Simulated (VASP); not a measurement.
# Ta4N in VASP: relaxation of the atoms with PBE

Aim: the relaxation of the atoms of Ta4N with PBE.

Everything below comes from runs of VASP 6.6.1. Logs are shortened: lines on timing, memory, paths and dates and some standing lists are left out, and cuts for length are marked.

## Step 1: The cell of the first run

The cell holds a slab with vacuum, 5 atoms: a = 3.319 Å, b = 3.319 Å, c = 20.300 Å, α = 90.00°, β = 90.00°, γ = 90.00°.

## Step 2: Relaxation of the atoms, PBE

Contents of INCAR:

```
ALGO     = Fast           # electronic algorithm
DIPOL    = 0.5 0.5 0.348
EDIFF    = 1E-7           # SCF threshold, eV
EDIFFG   = -0.025         # ionic threshold
ENCUT    = 520            # plane-wave cutoff, eV
GGA      = PE             # functional
IBRION   = 2              # ionic algorithm
IDIPOL   = 3            
ISIF     = 2              # what is computed and relaxed
ISMEAR   = 0              # smearing method
LASPH    = True           # aspherical terms in the spheres
LCHARG   = False          # write CHGCAR
LDIPOL   = True         
LREAL    = False          # projectors in reciprocal space
LWAVE    = False          # write WAVECAR
NELM     = 100            # most SCF steps
NSW      = 36             # ionic steps
PREC     = Accurate       # precision mode
SIGMA    = 0.1            # smearing width, eV
```

Contents of KPOINTS:

```
k-points
0
Gamma
  8 8 1
```

Contents of POSCAR:

```
Ta4N
1.0
    3.3189671338      0.0000000000      0.0000000000
    0.0000000000      3.3189671338      0.0000000000
    0.0000000000      0.0000000000     20.2996559829
Ta N
4 1
Selective dynamics
Direct
    0.5000000000      0.5000000000      0.1970476743  F F F
    0.0000000000      0.0000000000      0.2787970186  F F F
    0.5000000000      0.5000000000      0.3599139064  F F F
    0.0000000000      0.0000000000      0.4334879365  F F F
    0.3750000000      0.5000000000      0.4699417562  F F T
```

Potentials or basis: VASP PAW PBE potentials, release 64 (Ta_pv, N).

Run with:

```sh
$ cat potpaw_PBE.64/Ta_pv/POTCAR potpaw_PBE.64/N/POTCAR > POTCAR
$ mpirun -np 1 vasp_std > vasp.out
```

OUTCAR:

```text
EDIFF = 1E-7
   EDIFFG = -0.025
   ENCUT = 520
   GGA = PE
   IBRION = 2
   ISIF = 2
   ISMEAR = 0
   LASPH = True
   LREAL = False
   NELM = 100
   NSW = 36
   PREC = Accurate

 ion  position               nearest neighbor table
   1  0.500  0.500  0.197-   2 2.87   2 2.87   2 2.87   2 2.87   3 3.31
   2  0.000  0.000  0.279-   3 2.87   3 2.87   3 2.87   3 2.87   1 2.87   1 2.87   1 2.87   1 2.87
                             4 3.14
   3  0.500  0.500  0.360-   5 2.27   4 2.78   4 2.78   4 2.78   4 2.78   2 2.87   2 2.87   2 2.87
                             2 2.87   1 3.31
   4  0.000  0.000  0.433-   5 2.20   5 2.20   3 2.78   3 2.78   3 2.78   3 2.78   2 3.14
   5  0.375  0.500  0.470-   4 2.20   4 2.20   3 2.27

  LATTYP: Found a simple tetragonal cell.
 ALAT       =     3.3189671338
 C/A-ratio  =     6.1162570054

  Lattice vectors:

 A1 = (   3.3189671338,   0.0000000000,   0.0000000000)
 A2 = (   0.0000000000,   3.3189671338,   0.0000000000)
 A3 = (   0.0000000000,   0.0000000000,  20.2996559829)

Analysis of symmetry for initial positions (statically):
=====================================================================
 Subroutine PRICEL returns:
 Original cell was already a primitive cell.

 Routine SETGRP: Setting up the symmetry group for a
 simple tetragonal supercell.

 Subroutine GETGRP returns: Found  2 space group operations
 (whereof  2 operations were pure point group operations)
 out of a pool of 16 trial point group operations.

The static configuration has the point symmetry C_1h.

Analysis of symmetry for dynamics (positions and initial velocities):
=====================================================================
 Subroutine PRICEL returns:
 Original cell was already a primitive cell.

 Routine SETGRP: Setting up the symmetry group for a
 simple tetragonal supercell.

 Subroutine GETGRP returns: Found  2 space group operations
 (whereof  2 operations were pure point group operations)
 out of a pool of 16 trial point group operations.

The dynamic configuration has the point symmetry C_1h.

Analysis of constrained symmetry for selective dynamics:
=====================================================================
 Subroutine PRICEL returns:
 Original cell was already a primitive cell.

 Routine SETGRP: Setting up the symmetry group for a
 simple tetragonal supercell.

 Subroutine GETGRP returns: Found  2 space group operations
 (whereof  2 operations were pure point group operations)
 out of a pool of 16 trial point group operations.

The constrained configuration has the point symmetry C_1h.

 Subroutine INISYM returns: Found  2 space group operations
 (whereof  2 operations are pure point group operations),
 and found     1 'primitive' translations

----------------------------------------------------------------------------------------

                                     Primitive cell

  volume of cell :     223.6117

  direct lattice vectors                    reciprocal lattice vectors
     3.318967134  0.000000000  0.000000000     0.301298555  0.000000000  0.000000000
     0.000000000  3.318967134  0.000000000     0.000000000  0.301298555  0.000000000
     0.000000000  0.000000000 20.299655983     0.000000000  0.000000000  0.049261919

  length of vectors
     3.318967134  3.318967134 20.299655983     0.301298555  0.301298555  0.049261919

  position of ions in fractional coordinates (direct lattice)
     0.500000000  0.500000000  0.197047674
     0.000000000  0.000000000  0.278797019
     0.500000000  0.500000000  0.359913906
     0.000000000  0.000000000  0.433487937
     0.375000000  0.500000000  0.469941756

  ion indices of the primitive-cell ions
   primitive index   ion index
                 1           1
                 2           2
                 3           3
                 4           4
                 5           5

----------------------------------------------------------------------------------------

 KPOINTS: k-points

Automatic generation of k-mesh.
 Grid dimensions read from file:
 generate k-points for:    8    8    1

 Generating k-lattice:

  Cartesian coordinates                     Fractional coordinates (reciprocal lattice)
     0.037662319  0.000000000  0.000000000     0.125000000  0.000000000  0.000000000
     0.000000000  0.037662319  0.000000000     0.000000000  0.125000000  0.000000000
     0.000000000  0.000000000  0.049261919     0.000000000  0.000000000  1.000000000

  Length of vectors
     0.037662319  0.037662319  0.049261919

  Shift w.r.t. Gamma in fractional coordinates (k-lattice)
     0.000000000  0.000000000  0.000000000

 Subroutine IBZKPT returns following result:
 ===========================================

 Found     25 irreducible k-points:

 Following reciprocal coordinates:
            Coordinates               Weight
  0.000000  0.000000  0.000000      1.000000
  0.125000  0.000000  0.000000      2.000000
  0.000000  0.125000  0.000000      2.000000
  0.250000  0.000000  0.000000      2.000000
  0.000000  0.250000  0.000000      2.000000
  0.375000  0.000000  0.000000      2.000000
[... 16 lines left out ...]
  0.500000  0.375000  0.000000      2.000000
 -0.375000  0.500000  0.000000      2.000000
   k-points           NKPTS =     25   k-points in BZ     NKDIM =     25   number of bands    NBANDS=     29
   number of dos      NEDOS =    301   number of ions     NIONS =      5
   total plane-waves  NPLWV = 125440
   dimension x,y,z NGX =    28 NGY =   28 NGZ =  160
   dimension x,y,z NGXF=    56 NGYF=   56 NGZF=  320
   ions per type =               4   1
   NGX,Y,Z   is equivalent  to a cutoff of  14.03, 14.03, 13.10 a.u.
   NGXF,Y,Z  is equivalent  to a cutoff of  28.05, 28.05, 26.21 a.u.
 SYSTEM =  unknown system
   PREC   = accura    normal or accurate (medium, high low for compatibility)
   ISTART =      0    job   : 0-new  1-cont  2-samecut
   ICHARG =      2    charge: 1-file 2-atom 10-const
   ISPIN  =      1    spin polarized calculation?
   LNONCOLLINEAR =      F non collinear calculations
   LSORBIT =      F    spin-orbit coupling
   LASPH  =      T    aspherical Exc in radial PAW
   ENCUT  =  520.0 eV  38.22 Ry    6.18 a.u.   6.17  6.17 37.74*2*pi/ulx,y,z
   NELM   =    100;   NELMIN=  2; NELMDL= -5     # of ELM steps
   EDIFF  = 0.1E-06   stopping-criterion for ELM
   LREAL  =      F    real-space projection
   EDIFFG = -.3E-01   stopping-criterion for IOM
   NSW    =     36    number of steps for IOM
   IBRION =      2    ionic relax: 0-MD 1-quasi-New 2-CG
   NFREE  =      1    steps in history (QN), initial steepest desc. (CG)
   ISIF   =      2    stress and relaxation
   ISYM   =      2    0-nonsym 1-usesym 2-fastsym
   POTIM  = 0.5000    time-step for ionic-motion
   TEBEG  =    0.0;   TEEND  =   0.0 temperature during run
   PSTRESS=    0.0 pullay stress
   NELECT =      49.0000    total number of electrons
   NUPDOWN=      -1.0000    fix difference up-down
   EMIN   =  10.00;   EMAX   =-10.00  energy-range for DOS
   EFERMI =   0.00;   METHOD = LEGACY
   ISMEAR =     0;   SIGMA  =   0.10  broadening in eV -4-tet -1-fermi 0-gaus
   EFERMI_NEDOS =   21; number of points for ismear=-14 and -15
   IALGO  =     68    algorithm
   IMIX   =      4    mixing-type and parameters
     AMIX     =   0.40;   BMIX     =  1.00
     AMIX_MAG =   1.60;   BMIX_MAG =  1.00
  volume/ion in A,a.u.               =      44.72       301.80
  Fermi-wavevector in a.u.,A,eV,Ry     =   0.986981  1.865123 13.253856  0.974131
  Thomas-Fermi vector in A             =   2.118401
   LORBIT       =      0    0 simple, 1 ext, 2 COOP (PROOUT), +10 PAW based schemes
   GGA     = PE    functional components
   LHFCALC =     F    Hartree Fock is set to
   AEXX    =    0.0000 exact exchange contribution
   IVDW    =     0    specifies the selected vdW correction
   LEPSILON=     F    determine dielectric tensor
   LRPA    =     F    only Hartree local field effects (RPA)
 conjugate gradient relaxation of ions
 non-spin polarized calculation
 RMM-DIIS sequential band-by-band and
 Gauss-broadening in eV      SIGMA  =   0.10
  energy-cutoff  :      520.00
  volume of cell :      223.61
 maximum number of plane-waves:      6059
 NGX is ok and might be reduce to    28
   NGX = 13   NGY = 13   NGZ = 75

 dipolmoment           0.000000      0.000000     -0.512419 electrons x Angstroem

--------------------------------------- Ionic step        1  -------------------------------------------

 number of electron      48.9999995 magnetization

 Free energy of the ion-electron system (eV)
  ---------------------------------------------------
  ext. energy  EPLUGINS =         0.00000000
  ---------------------------------------------------
  free energy    TOTEN  =       -53.67921509 eV

  energy without entropy =      -53.66729931  energy(sigma->0) =      -53.67325720

------------------------ aborting loop because EDIFF is reached ----------------------------------------

  FORCE on cell =-STRESS in cart. coord.  units (eV):
  Direction    XX          YY          ZZ          XY          YZ          ZX
  --------------------------------------------------------------------------------------
  -------------------------------------------------------------------------------------
  Total       -6.7564705     -7.5414768     -0.5011230      0.0000000      0.0000000      0.2147835
  in kB      -48.4100896    -54.0346571     -3.5905444      0.0000000      0.0000000      1.5389233
  external PRESSURE =     -35.3450971 kB  Pullay stress =       0.0000000 kB
[... 28 lines left out ...]
 number of electron      48.9999997 magnetization

------------------------ aborting loop because EDIFF is reached ----------------------------------------

 vacuum level on the upper side and lower side of the slab       (xc-potential included)         0.115        -0.493

  FORCE on cell =-STRESS in cart. coord.  units (eV):
  Direction    XX          YY          ZZ          XY          YZ          ZX
  --------------------------------------------------------------------------------------
  -------------------------------------------------------------------------------------
  Total       -6.1100613     -7.0616806      1.3167023      0.0000000      0.0000000      0.1694339
  in kB      -43.7785694    -50.5969190      9.4341677      0.0000000      0.0000000      1.2139936
  external PRESSURE =     -28.3137736 kB  Pullay stress =       0.0000000 kB
[... 26 lines left out ...]
--------------------------------------- Ionic step        3  -------------------------------------------

 number of electron      48.9999997 magnetization

 dipolmoment           0.000000      0.000000      0.017950 electrons x Angstroem

 Free energy of the ion-electron system (eV)
  ---------------------------------------------------
  ext. energy  EPLUGINS =         0.00000000
  ---------------------------------------------------
  free energy    TOTEN  =       -53.83884209 eV

  energy without entropy =      -53.82659821  energy(sigma->0) =      -53.83272015

 E-fermi :  -0.4493     XC(G=0):  -5.3989

 val. band max:       -0.4613499292   @ k =   0.0000   0.3750   0.0000
 cond. band min:      -0.4487696064   @ k =   0.0000   0.5000   0.0000
 fundamental gap:      0.0125803228
 Fermi energy:        -0.4492612150

 k-point     1 :       0.0000    0.0000    0.0000
  band No.  band energies     occupation
      1     -35.5615      2.00000
      2     -35.5164      2.00000
      3     -35.3693      2.00000
      4     -35.2949      2.00000
      5     -35.1279      2.00000
      6     -35.1240      2.00000
[... 757 lines left out ...]
     28       1.6103      0.00000
     29       1.7605      0.00000

 [... further k-points ...]

------------------------ aborting loop because EDIFF is reached ----------------------------------------

 vacuum level on the upper side and lower side of the slab       (xc-potential included)        -0.012        -0.348

  FORCE on cell =-STRESS in cart. coord.  units (eV):
  Direction    XX          YY          ZZ          XY          YZ          ZX
  --------------------------------------------------------------------------------------
  -------------------------------------------------------------------------------------
  Total       -5.5715083     -6.6538093      2.7409350      0.0000000      0.0000000      0.0553104
  in kB      -39.9198394    -47.6745221     19.6387903      0.0000000      0.0000000      0.3962987
  external PRESSURE =     -22.6518570 kB  Pullay stress =       0.0000000 kB
[... 20 lines left out ...]
  FREE ENERGIE OF THE ION-ELECTRON SYSTEM (eV)
  ---------------------------------------------------
  free  energy   TOTEN  =       -53.8388420864 eV

  energy  without entropy=      -53.8265982141  energy(sigma->0) =      -53.83272015

 reached required accuracy - stopping structural energy minimisation

 vacuum level on the upper side and lower side of the slab         3.700         3.351
```

Wall time 18 min (1 thread of Oxide Virtual Turin-like, shared host); peak memory 0.42 GiB.

What came out:

- Free energy: -53.8388 eV
- Energy gained by relaxing: 31.9 meV/atom
- Ionic steps: 3
- Band gap on the k mesh: zero (an odd number of electrons rules out a gap without spin polarisation)

The path:
```
step  energy change (eV)  largest force on free atoms (eV/Å)  pressure (GPa)
   1              0.0000                              1.9378           -3.53
   2             -0.1323                              0.8561           -2.83
   3             -0.1596                              0.0125           -2.27
```

Final structure:
```
Ta N
1.0
     3.31897    0.00000    0.00000
     0.00000    3.31897    0.00000
     0.00000    0.00000   20.29966
Ta N
4 1
Cartesian
  1.6595 1.6595 4.0000
  0.0000 0.0000 5.6595
  1.6595 1.6595 7.3061
  0.0000 0.0000 8.7997
  1.2446 1.6595 9.3830
```

Caveat: spin-orbit coupling is left out, which moves the levels of the heavy elements.
